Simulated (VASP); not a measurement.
# Ge (Fd-3m) in VASP: a series of runs

The runs below take Ge through electric field gradients, with PBE.

All numbers are computed with VASP 6.6.1; they aren't measurements. Logs are shortened: lines on timing, memory, paths and dates and some standing lists are left out, and cuts for length are marked.

### Step 1. The cell of the first run

Symmetry: Fd-3m, No. 227, cubic system. Conventional cell: a = 5.676 Å, b = 5.676 Å, c = 5.676 Å, α = 90.00°, β = 90.00°, γ = 90.00°. Ge (site symmetry -43m) has 4 Ge at 2.46 Å within 3.2 Å.

### Step 2. Electric field gradients, PBE (volume scaled by 1.01)

Contents of INCAR:

```
PREC = Accurate ; ENCUT = 520
EDIFF = 1E-8 ; ISMEAR = -1
SIGMA = 0.05 ; LREAL = False
LASPH = True ; NELM = 80
ALGO = Normal ; ISIF = 2
LWAVE = False ; LCHARG = False
GGA = PE ; LEFG = True
NBANDS = 21
```

Contents of KPOINTS:

```
Automatic mesh
0
Gamma
  10 10 10
```

Contents of POSCAR:

```
Ge
1.0
    0.0000000000      2.8381679760      2.8381679760
    2.8381679760      0.0000000000      2.8381679760
    2.8381679760      2.8381679760      0.0000000000
Ge
2
Direct
    0.5000000000      0.5000000000      0.5000000000
    0.7500000000      0.7500000000      0.7500000000
```

Potentials or basis: VASP PAW PBE potentials, release 64 (Ge_d).

The run is started by

```bash
> cat potpaw_PBE.64/Ge_d/POTCAR > POTCAR
> mpirun -np 1 vasp_std > vasp.out
```

OUTCAR:

```text
PREC = Accurate
   ENCUT = 520
   EDIFF = 1E-8
   ISMEAR = -1
   LREAL = False
   LASPH = True
   NELM = 80
   ISIF = 2
   GGA = PE

 ion  position               nearest neighbor table
   1  0.500  0.500  0.500-   2 2.46   2 2.46   2 2.46   2 2.46
   2  0.750  0.750  0.750-   1 2.46   1 2.46   1 2.46   1 2.46

  LATTYP: Found a face centered cubic cell.
 ALAT       =     5.6763359520

  Lattice vectors:

 A1 = (   0.0000000000,   2.8381679760,   2.8381679760)
 A2 = (   2.8381679760,   0.0000000000,   2.8381679760)
 A3 = (   2.8381679760,   2.8381679760,   0.0000000000)

Analysis of symmetry for initial positions (statically):
=====================================================================
 Subroutine PRICEL returns:
 Original cell was already a primitive cell.

 Routine SETGRP: Setting up the symmetry group for a
 face centered cubic supercell.

 Subroutine GETGRP returns: Found 48 space group operations
 (whereof 24 operations were pure point group operations)
 out of a pool of 48 trial point group operations.

The static configuration has the point symmetry T_d .
 The point group associated with its full space group is O_h .

Analysis of symmetry for dynamics (positions and initial velocities):
=====================================================================
 Subroutine PRICEL returns:
 Original cell was already a primitive cell.

 Routine SETGRP: Setting up the symmetry group for a
 face centered cubic supercell.

 Subroutine GETGRP returns: Found 48 space group operations
 (whereof 24 operations were pure point group operations)
 out of a pool of 48 trial point group operations.

The dynamic configuration has the point symmetry T_d .
 The point group associated with its full space group is O_h .

 Subroutine INISYM returns: Found 48 space group operations
 (whereof 24 operations are pure point group operations),
 and found     1 'primitive' translations

----------------------------------------------------------------------------------------

                                     Primitive cell

  volume of cell :      45.7240

  direct lattice vectors                    reciprocal lattice vectors
     0.000000000  2.838167976  2.838167976    -0.176169982  0.176169982  0.176169982
     2.838167976  0.000000000  2.838167976     0.176169982 -0.176169982  0.176169982
     2.838167976  2.838167976  0.000000000     0.176169982  0.176169982 -0.176169982

  length of vectors
     4.013775644  4.013775644  4.013775644     0.305135359  0.305135359  0.305135359

  position of ions in fractional coordinates (direct lattice)
     0.500000000  0.500000000  0.500000000
     0.750000000  0.750000000  0.750000000

  ion indices of the primitive-cell ions
   primitive index   ion index
                 1           1
                 2           2

----------------------------------------------------------------------------------------

 KPOINTS: Automatic mesh

Automatic generation of k-mesh.
 Grid dimensions read from file:
 generate k-points for:   10   10   10

 Generating k-lattice:

  Cartesian coordinates                     Fractional coordinates (reciprocal lattice)
    -0.017616998  0.017616998  0.017616998     0.100000000  0.000000000  0.000000000
     0.017616998 -0.017616998  0.017616998     0.000000000  0.100000000  0.000000000
     0.017616998  0.017616998 -0.017616998     0.000000000  0.000000000  0.100000000

  Length of vectors
     0.030513536  0.030513536  0.030513536

  Shift w.r.t. Gamma in fractional coordinates (k-lattice)
     0.000000000  0.000000000  0.000000000

 Subroutine IBZKPT returns following result:
 ===========================================

 Found     47 irreducible k-points:

 Following reciprocal coordinates:
            Coordinates               Weight
  0.000000  0.000000  0.000000      1.000000
  0.100000  0.000000  0.000000      8.000000
  0.200000  0.000000  0.000000      8.000000
  0.300000  0.000000  0.000000      8.000000
  0.400000  0.000000  0.000000      8.000000
  0.500000  0.000000  0.000000      4.000000
[... 16 lines left out ...]
  0.300000  0.300000  0.000000      6.000000
  0.400000  0.300000  0.000000     24.000000
 [... further k-points ...]
   k-points           NKPTS =     47   k-points in BZ     NKDIM =     47   number of bands    NBANDS=     21
   number of dos      NEDOS =    301   number of ions     NIONS =      2
   total plane-waves  NPLWV =  27000
   dimension x,y,z NGX =    30 NGY =   30 NGZ =   30
   dimension x,y,z NGXF=    60 NGYF=   60 NGZF=   60
   ions per type =               2
   NGX,Y,Z   is equivalent  to a cutoff of  12.43, 12.43, 12.43 a.u.
   NGXF,Y,Z  is equivalent  to a cutoff of  24.85, 24.85, 24.85 a.u.
 SYSTEM =  unknown system
   PREC   = accura    normal or accurate (medium, high low for compatibility)
   ISTART =      0    job   : 0-new  1-cont  2-samecut
   ICHARG =      2    charge: 1-file 2-atom 10-const
   ISPIN  =      1    spin polarized calculation?
   LNONCOLLINEAR =      F non collinear calculations
   LSORBIT =      F    spin-orbit coupling
   LASPH  =      T    aspherical Exc in radial PAW
   ENCUT  =  520.0 eV  38.22 Ry    6.18 a.u.   7.46  7.46  7.46*2*pi/ulx,y,z
   NELM   =     80;   NELMIN=  2; NELMDL= -5     # of ELM steps
   EDIFF  = 0.1E-07   stopping-criterion for ELM
   LREAL  =      F    real-space projection
   EDIFFG = 0.1E-06   stopping-criterion for IOM
   NSW    =      0    number of steps for IOM
   IBRION =     -1    ionic relax: 0-MD 1-quasi-New 2-CG
   NFREE  =      0    steps in history (QN), initial steepest desc. (CG)
   ISIF   =      2    stress and relaxation
   ISYM   =      2    0-nonsym 1-usesym 2-fastsym
   POTIM  = 0.5000    time-step for ionic-motion
   TEBEG  =    0.0;   TEEND  =   0.0 temperature during run
   PSTRESS=    0.0 pullay stress
   NELECT =      28.0000    total number of electrons
   NUPDOWN=      -1.0000    fix difference up-down
   EMIN   =  10.00;   EMAX   =-10.00  energy-range for DOS
   EFERMI =   0.00;   METHOD = LEGACY
   ISMEAR =    -1;   SIGMA  =   0.05  broadening in eV -4-tet -1-fermi 0-gaus
   EFERMI_NEDOS =   21; number of points for ismear=-14 and -15
   IALGO  =     38    algorithm
   IMIX   =      4    mixing-type and parameters
     AMIX     =   0.40;   BMIX     =  1.00
     AMIX_MAG =   1.60;   BMIX_MAG =  1.00
  volume/ion in A,a.u.               =      22.86       154.28
  Fermi-wavevector in a.u.,A,eV,Ry     =   1.390207  2.627110 26.295640  1.932675
  Thomas-Fermi vector in A             =   2.514164
   LORBIT       =      0    0 simple, 1 ext, 2 COOP (PROOUT), +10 PAW based schemes
   GGA     = PE    functional components
   LHFCALC =     F    Hartree Fock is set to
   AEXX    =    0.0000 exact exchange contribution
   IVDW    =     0    specifies the selected vdW correction
   LEPSILON=     F    determine dielectric tensor
   LRPA    =     F    only Hartree local field effects (RPA)
 non-spin polarized calculation
  energy-cutoff  :      520.00
  volume of cell :       45.72
 maximum number of plane-waves:      1251
 NGX is ok and might be reduce to    30
   NGX = 15   NGY = 15   NGZ = 15

 number of electron      28.0000014 magnetization

 Free energy of the ion-electron system (eV)
  ---------------------------------------------------
  ext. energy  EPLUGINS =         0.00000000
  ---------------------------------------------------
  free energy    TOTEN  =        -9.01591832 eV

  energy without entropy =       -9.01541303  energy(sigma->0) =       -9.01566568

 E-fermi :   4.9251     XC(G=0):  -9.8780

 val. band max:        4.8973941320   @ k =   0.0000   0.0000   0.0000
 cond. band min:       5.0522694708   @ k =   0.5000   0.0000   0.0000
 fundamental gap:      0.1548753389
 Fermi energy:         4.9251257948

 k-point     1 :       0.0000    0.0000    0.0000
  band No.  band energies     occupation
      1     -19.9038      2.00000
      2     -19.9038      2.00000
      3     -19.9038      2.00000
      4     -19.8684      2.00000
      5     -19.8684      2.00000
      6     -19.6631      2.00000
[... 13 lines left out ...]
     20      14.3539      0.00000
     21      14.3539      0.00000

 k-point     2 :       0.1000    0.0000    0.0000
  band No.  band energies     occupation
      1     -19.9094      2.00000
      2     -19.9094      2.00000
      3     -19.9022      2.00000
      4     -19.8607      2.00000
      5     -19.8607      2.00000
      6     -19.6718      2.00000
[... 13 lines left out ...]
     20      13.6527      0.00000
     21      13.6527      0.00000

 k-point     3 :       0.2000    0.0000    0.0000
  band No.  band energies     occupation
      1     -19.9181      2.00000
      2     -19.9181      2.00000
      3     -19.8980      2.00000
      4     -19.8469      2.00000
      5     -19.8469      2.00000
      6     -19.6835      2.00000
[... 13 lines left out ...]
     20      13.1522      0.00000
     21      13.1522      0.00000

 k-point     4 :       0.3000    0.0000    0.0000
  band No.  band energies     occupation
      1     -19.9241      2.00000
      2     -19.9241      2.00000
      3     -19.8927      2.00000
      4     -19.8355      2.00000
      5     -19.8355      2.00000
      6     -19.6919      2.00000
[... 13 lines left out ...]
     20      13.5212      0.00000
     21      13.5212      0.00000

 k-point     5 :       0.4000    0.0000    0.0000
  band No.  band energies     occupation
      1     -19.9269      2.00000
      2     -19.9269      2.00000
      3     -19.8882      2.00000
      4     -19.8293      2.00000
      5     -19.8293      2.00000
      6     -19.6960      2.00000
[... 13 lines left out ...]
     20      14.7423      0.00000
     21      14.7423      0.00000
[... 382 lines left out ...]
     20      14.2050      0.00000
     21      16.2194      0.00000

 k-point    22 :      -0.2000    0.2000    0.0000
  band No.  band energies     occupation
      1     -19.9326      2.00000
      2     -19.9322      2.00000
      3     -19.8773      2.00000
      4     -19.8367      2.00000
      5     -19.8142      2.00000
      6     -19.7161      2.00000
[... 13 lines left out ...]
     20      14.7205      0.00000
     21      15.2520      0.00000

 k-point    23 :       0.3000    0.3000    0.0000
  band No.  band energies     occupation
      1     -19.9266      2.00000
      2     -19.9266      2.00000
      3     -19.9042      2.00000
      4     -19.8217      2.00000
      5     -19.7811      2.00000
      6     -19.7700      2.00000
[... 13 lines left out ...]
     20      15.8789      0.00000
     21      16.0551      0.00000

 k-point    24 :       0.4000    0.3000    0.0000
  band No.  band energies     occupation
      1     -19.9366      2.00000
      2     -19.9311      2.00000
      3     -19.8881      2.00000
      4     -19.8069      2.00000
      5     -19.7871      2.00000
      6     -19.7643      2.00000
[... 13 lines left out ...]
     20      16.4981      0.00000
     21      16.6138      0.00000

 [... further k-points ...]
[... 5 lines left out ...]
  --------------------------------------------------------------------------------------
  -------------------------------------------------------------------------------------
  Total        0.8179312      0.8179312      0.8179312      0.0000000      0.0000000     -0.0000000
  in kB       28.6604543     28.6604543     28.6604543      0.0000000      0.0000000     -0.0000000
  external PRESSURE =      28.6604543 kB  Pullay stress =       0.0000000 kB

 VOLUME and BASIS-vectors are now :
 -----------------------------------------------------------------------------
  energy-cutoff  :      520.00
  volume of cell :       45.72
      direct lattice vectors                 reciprocal lattice vectors
     0.000000000  2.838167976  2.838167976    -0.176169982  0.176169982  0.176169982
     2.838167976  0.000000000  2.838167976     0.176169982 -0.176169982  0.176169982
     2.838167976  2.838167976  0.000000000     0.176169982  0.176169982 -0.176169982

 POSITION                                       TOTAL-FORCE (eV/Angst)
 -----------------------------------------------------------------------------------
      2.83817      2.83817      2.83817         0.000000      0.000000      0.000000
      4.25725      4.25725      4.25725        -0.000000     -0.000000      0.000000
 -----------------------------------------------------------------------------------
    total drift:                                0.000000     -0.000000     -0.000000

  FREE ENERGIE OF THE ION-ELECTRON SYSTEM (eV)
  ---------------------------------------------------
  free  energy   TOTEN  =        -9.0159183221 eV

  energy  without entropy=       -9.0154130342  energy(sigma->0) =       -9.01566568

 Electric field gradients (V/A^2)
---------------------------------------------------------------------
 ion       V_xx      V_yy      V_zz      V_xy      V_xz      V_yz
---------------------------------------------------------------------
   1      -0.000    -0.000    -0.000     0.004     0.004     0.004
   2      -0.000    -0.000    -0.000     0.004     0.004     0.004
---------------------------------------------------------------------

 Electric field gradients after diagonalization (V/A^2)
 (convention: |V_zz| > |V_xx| > |V_yy|)
----------------------------------------------------------------------
 ion       V_xx      V_yy      V_zz     asymmetry (V_yy - V_xx)/ V_zz
----------------------------------------------------------------------
   1      -0.004    -0.004     0.008       0.000
   2      -0.004    -0.004     0.008       0.000
----------------------------------------------------------------------

           NMR quadrupolar parameters

 Cq : quadrupolar parameter    Cq=e*Q*V_zz/h
 eta: asymmetry parameters     (V_yy - V_xx)/ V_zz
 Q  : nuclear electric quadrupole moment in mb (millibarn)
----------------------------------------------------------------------
 ion       Cq(MHz)       eta       Q (mb)
----------------------------------------------------------------------
   1       0.000       0.000       1.000
   2       0.000       0.000       1.000
----------------------------------------------------------------------
```

Run time: 60 s. Hardware: 1 thread of AMD EPYC 7R43 (Zen 3), shared host; peak memory 0.14 GiB.

Results:

| Quantity | Value |
| --- | --- |
| Free energy | -9.0159 eV |
| Pressure | 2.9 GPa |
| Band gap on the k mesh | zero (filled and empty bands touch) |

Levels at points of the mesh, in eV from the Fermi level:
```tsv
k point	band 12	band 13	band 14	band 15	band 16	band 17
(0.00, 0.00, 0.00)	-0.08	-0.03	-0.03	-0.03	2.52	2.52
(0.50, 0.00, 0.00)	-7.58	-1.42	-1.42	0.13	3.72	3.72
(0.50, 0.50, 0.00)	-8.88	-3.07	-3.07	0.74	0.74	9.41
```

Caveat: without QUAD_EFG the Cq values of the log hold for a quadrupole moment of 1 mb, not for the nuclei.

(Continued in part 2 of 2.)
